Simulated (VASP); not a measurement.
# Hf (P6_3/mmc) in VASP: further runs, part 2 of 2

VASP 6.6.1.

## 3. Single point, r2SCAN

This run uses another cell than the first one, of 22.36 Å³/atom.

Contents of POSCAR:

```
Hf
1.0
    3.1985812215      0.0000000000      0.0000000000
   -1.5992906108      2.7700525939      0.0000000000
    0.0000000000      0.0000000000      5.0482759289
Hf
2
Direct
    0.3333333333      0.6666666667      0.2500000000
    0.6666666667      0.3333333333      0.7500000000
```

Contents of INCAR.step1:

```
PREC     = Accurate       # precision mode
ENCUT    = 520            # plane-wave cutoff, eV
ISMEAR   = -1             # smearing method
SIGMA    = 0.1            # smearing width, eV
LREAL    = F              # projectors in reciprocal space
LASPH    = T              # aspherical terms in the spheres
NELM     = 80             # most SCF steps
NBANDS   = 17             # bands
GGA      = PE             # functional
ALGO     = Normal         # electronic algorithm
EDIFF    = 1E-4           # SCF threshold, eV
LWAVE    = T              # write WAVECAR
LCHARG   = F              # write CHGCAR
```

Contents of INCAR.step2:

```
PREC     = Accurate       # precision mode
ENCUT    = 520            # plane-wave cutoff, eV
EDIFF    = 1E-6           # SCF threshold, eV
ISMEAR   = -1             # smearing method
SIGMA    = 0.1            # smearing width, eV
LREAL    = F              # projectors in reciprocal space
LASPH    = T              # aspherical terms in the spheres
NELM     = 80             # most SCF steps
ALGO     = Normal         # electronic algorithm
ISIF     = 2              # what is computed and relaxed
LWAVE    = F              # write WAVECAR
LCHARG   = F              # write CHGCAR
METAGGA  = R2SCAN         # meta-GGA
LMIXTAU  = T            
NBANDS   = 17             # bands
ISTART   = 1
```

Contents of KPOINTS:

```
regular mesh
0
Gamma
  18 18 10
```

Potentials or basis: VASP PAW PBE potentials, release 64 (Hf_pv).

Started as:

```
> cat potpaw_PBE.64/Hf_pv/POTCAR > POTCAR
> cp INCAR.step1 INCAR
> mpirun -np 1 vasp_std > vasp.out
> cp INCAR.step2 INCAR
> mpirun -np 1 vasp_std > vasp.out
```

OUTCAR:

```text
PREC = Accurate
   ENCUT = 520
   EDIFF = 1E-6
   ISMEAR = -1
   LREAL = F
   LASPH = T
   NELM = 80
   ISIF = 2
   METAGGA = R2SCAN
   ISTART = 1

 ion  position               nearest neighbor table
   1  0.333  0.667  0.250-   2 3.13   2 3.13   2 3.13   2 3.13   2 3.13   2 3.13
   2  0.667  0.333  0.750-   1 3.13   1 3.13   1 3.13   1 3.13   1 3.13   1 3.13

  LATTYP: Found a hexagonal cell.
 ALAT       =     3.1985812215
 C/A-ratio  =     1.5782859897

  Lattice vectors:

 A1 = (   3.1985812215,   0.0000000000,   0.0000000000)
 A2 = (  -1.5992906108,   2.7700525939,   0.0000000000)
 A3 = (   0.0000000000,   0.0000000000,   5.0482759289)

Analysis of symmetry for initial positions (statically):
=====================================================================
 Subroutine PRICEL returns:
 Original cell was already a primitive cell.

 Routine SETGRP: Setting up the symmetry group for a
 hexagonal supercell.

 Subroutine GETGRP returns: Found 24 space group operations
 (whereof 12 operations were pure point group operations)
 out of a pool of 24 trial point group operations.

The static configuration has the point symmetry D_3d.
 The point group associated with its full space group is D_6h.

Analysis of symmetry for dynamics (positions and initial velocities):
=====================================================================
 Subroutine PRICEL returns:
 Original cell was already a primitive cell.

 Routine SETGRP: Setting up the symmetry group for a
 hexagonal supercell.

 Subroutine GETGRP returns: Found 24 space group operations
 (whereof 12 operations were pure point group operations)
 out of a pool of 24 trial point group operations.

The dynamic configuration has the point symmetry D_3d.
 The point group associated with its full space group is D_6h.

 Subroutine INISYM returns: Found 24 space group operations
 (whereof 12 operations are pure point group operations),
 and found     1 'primitive' translations
[... 105 lines left out ...]
   PSTRESS=    0.0 pullay stress
   NELECT =      20.0000    total number of electrons
   NUPDOWN=      -1.0000    fix difference up-down
   EMIN   =  10.00;   EMAX   =-10.00  energy-range for DOS
   EFERMI =   0.00;   METHOD = LEGACY
   ISMEAR =    -1;   SIGMA  =   0.10  broadening in eV -4-tet -1-fermi 0-gaus
   EFERMI_NEDOS =   21; number of points for ismear=-14 and -15
   IALGO  =     38    algorithm
   IMIX   =      4    mixing-type and parameters
     AMIX     =   0.40;   BMIX     =  1.00
     AMIX_MAG =   1.60;   BMIX_MAG =  1.00
  volume/ion in A,a.u.               =      22.36       150.92
  Fermi-wavevector in a.u.,A,eV,Ry     =   1.251859  2.365670 21.322375  1.567150
  Thomas-Fermi vector in A             =   2.385786
   LORBIT       =      0    0 simple, 1 ext, 2 COOP (PROOUT), +10 PAW based schemes
   METAGGA = R2SCAN    functional components
   LHFCALC =     F    Hartree Fock is set to
   AEXX    =    0.0000 exact exchange contribution
   IVDW    =     0    specifies the selected vdW correction
   LEPSILON=     F    determine dielectric tensor
   LRPA    =     F    only Hartree local field effects (RPA)
 non-spin polarized calculation
  energy-cutoff  :      520.00
  volume of cell :       44.73
 maximum number of plane-waves:      1236
 NGX is ok and might be reduce to    24
   NGX = 11   NGY = 11   NGZ = 19

 number of electron      20.0000004 magnetization

 Free energy of the ion-electron system (eV)
  ---------------------------------------------------
  ext. energy  EPLUGINS =         0.00000000
  ---------------------------------------------------
  free energy    TOTEN  =       -90.32506077 eV

  energy without entropy =      -90.27807346  energy(sigma->0) =      -90.30156712

 E-fermi :   4.8207     XC(G=0): -12.1556

 val. band max:        4.8121885738   @ k =   0.3333   0.2222   0.4000
 cond. band min:       4.8241831482   @ k =   0.3333   0.2222   0.3000
 fundamental gap:      0.0119945743
 Fermi energy:         4.8206643162

 k-point     1 :       0.0000    0.0000    0.0000
  band No.  band energies     occupation
      1     -27.4146      2.00000
      2     -26.6469      2.00000
      3     -26.6469      2.00000
      4     -26.5164      2.00000
      5     -26.5164      2.00000
      6     -26.5153      2.00000
[... 457 lines left out ...]
      4     -26.8561      2.00000
      5     -26.7416      2.00000
      6     -26.6481      2.00000
[... 9 lines left out ...]
     16      11.4214      0.00000
     17      11.8736      0.00000

 [... further k-points ...]
[... 5 lines left out ...]
  --------------------------------------------------------------------------------------
  -------------------------------------------------------------------------------------
  Total       -0.1501005     -0.1501005     -0.1885245      0.0000000      0.0000000     -0.0000000
  in kB       -5.3765561     -5.3765561     -6.7528936      0.0000000      0.0000000     -0.0000000
  external PRESSURE =      -5.8353352 kB  Pullay stress =       0.0000000 kB

 VOLUME and BASIS-vectors are now :
 -----------------------------------------------------------------------------
  energy-cutoff  :      520.00
  volume of cell :       44.73
      direct lattice vectors                 reciprocal lattice vectors
     3.198581222  0.000000000  0.000000000     0.312638614  0.180501988  0.000000000
    -1.599290611  2.770052594  0.000000000     0.000000000  0.361003976  0.000000000
     0.000000000  0.000000000  5.048275929     0.000000000  0.000000000  0.198087429

 POSITION                                       TOTAL-FORCE (eV/Angst)
 -----------------------------------------------------------------------------------
     -0.00000      1.84670      1.26207         0.000000     -0.000000      0.000000
      1.59929      0.92335      3.78621        -0.000000      0.000000      0.000000
 -----------------------------------------------------------------------------------
    total drift:                               -0.000000      0.000000     -0.000000

  FREE ENERGIE OF THE ION-ELECTRON SYSTEM (eV)
  ---------------------------------------------------
  free  energy   TOTEN  =       -90.3250607745 eV

  energy  without entropy=      -90.2780734571  energy(sigma->0) =      -90.30156712
```

Run time: 5.4 min. Hardware: 1 thread of AMD EPYC 9R45 (Zen 5), shared host; peak memory 0.24 GiB.

Results:

| Item | Value |
| --- | --- |
| Free energy | -90.3251 eV |
| Pressure | -0.6 GPa |
| Band gap on the k mesh | zero (bands 10 and 11 overlap by 1.88 eV) |

Stress tensor (GPa, compression positive):
```
-0.54  0.00  0.00
 0.00 -0.54  0.00
 0.00  0.00 -0.68
```

Caveat: the PAW data sets were made with another functional, which shifts forces and pressure a little; spin-orbit coupling is left out, which moves the levels of the heavy elements.
